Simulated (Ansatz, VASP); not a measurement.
## Ga in VASP and in Ansatz

```
CELL_PARAMETERS angstrom
2.27029 -3.84771 0.00000
2.27029 3.84771 0.00000
0.00000 0.00000 4.54661
ATOMIC_POSITIONS crystal
Ga 0.15250 0.84750 0.07850
Ga 0.65250 0.34750 0.42150
Ga 0.84750 0.15250 0.92150
Ga 0.34750 0.65250 0.57850
```

Change from the starting cell: volume scaled by 1.02, crystal datasets.

Alike in both runs: task electric field gradients; functional PBEsol; k mesh 9 × 9 × 8; occupations fermi-dirac, width 0.05 eV; no spin polarisation.

```csv
,VASP,Ansatz
version,VASP 6.6.1,Ansatz 0.2.0
potentials or method,"VASP PAW PBE potentials, release 64 (Ga_d), cutoff 520 eV","all-electron PAW with datasets made for the crystal, scalar-relativistic"
```

Ansatz gave:

- pressure (GPa): -2.2
- traceless stress, the component that is largest in VASP (GPa): 1.27
- rms of the force components (eV/Å): 0.247
- size of Vzz on the site where it differs most (V/Å²): 52.5

Problem. Estimate VASP's values.

Solution. Pressure (GPa): -2.2; traceless stress, the component that is largest in VASP (GPa): 1.27; rms of the force components (eV/Å): 0.245; size of Vzz on the site where it differs most (V/Å²): 50.2.

VASP's potentials were made for PBE, not for PBEsol. Atom by atom the forces differ by 0.002 eV/Å (rms over components). Ansatz ran all-electron here, and VASP with PAW potentials.
